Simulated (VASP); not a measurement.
Crystal: GeSb2Te4.

```
Te Sb Ge
1.0
     2.15929    1.24667   13.22804
    -2.15929    1.24667   13.22804
     0.00000   -2.49333   13.22804
Te Sb Ge
4 2 1
Cartesian
  0.0000 0.0000 28.1349
  0.0000 0.0000 11.5492
  0.0000 0.0000 22.6074
  0.0000 0.0000 17.0768
  0.0000 0.0000 34.1050
  0.0000 0.0000 5.5792
  0.0000 0.0000 0.0000
```

| Property | Result |
| --- | --- |
| Program | VASP 6.6.1 |
| Task | relaxation of cell and atoms |
| Functional | LDA |
| Potentials or basis | VASP PAW LDA potentials, release 64 (Te, Sb, Ge_d) |
| Cutoff | 600 eV |
| k mesh | 7 × 7 × 7 |
| Occupations | fermi-dirac, width 0.05 eV |
| Spin | no spin polarisation |

At the start: pressure -3.6 GPa; volume 30.52 Å³/atom.

Task: How do energy, volume and symmetry change on relaxing?

Result: Over 11 steps the energy falls by 26.9 meV/atom and the volume is 28.33 Å³/atom (-7.2 %); space group R-3m (No. 166, to 0.1 Å) before and after.

Step by step:
```csv
step,energy change (eV),largest force (eV/Å),pressure (GPa),volume (Å³)
1,0.0000,0.1102,-3.57,213.65
2,-0.1251,0.4488,2.16,193.28
3,-0.1669,0.2902,0.03,199.67
4,-0.1781,0.1919,0.01,199.15
5,-0.1868,0.0925,0.06,198.24
6,-0.1870,0.0923,0.09,198.10
7,-0.1880,0.0525,-0.09,198.64
8,-0.1881,0.0352,-0.16,198.88
9,-0.1885,0.0113,-0.02,198.47
10,-0.1885,0.0122,-0.03,198.45
11,-0.1886,0.0093,0.04,198.34
```

Final structure:
```
Te Sb Ge
1.0
     2.11017    1.21831   12.85870
    -2.11017    1.21831   12.85870
     0.00000   -2.43661   12.85870
Te Sb Ge
4 2 1
Direct
  0.70818 0.70818 0.70818
  0.29182 0.29182 0.29182
  0.57049 0.57049 0.57049
  0.42951 0.42951 0.42951
  0.85834 0.85834 0.85834
  0.14166 0.14166 0.14166
  0.00000 0.00000 0.00000
```
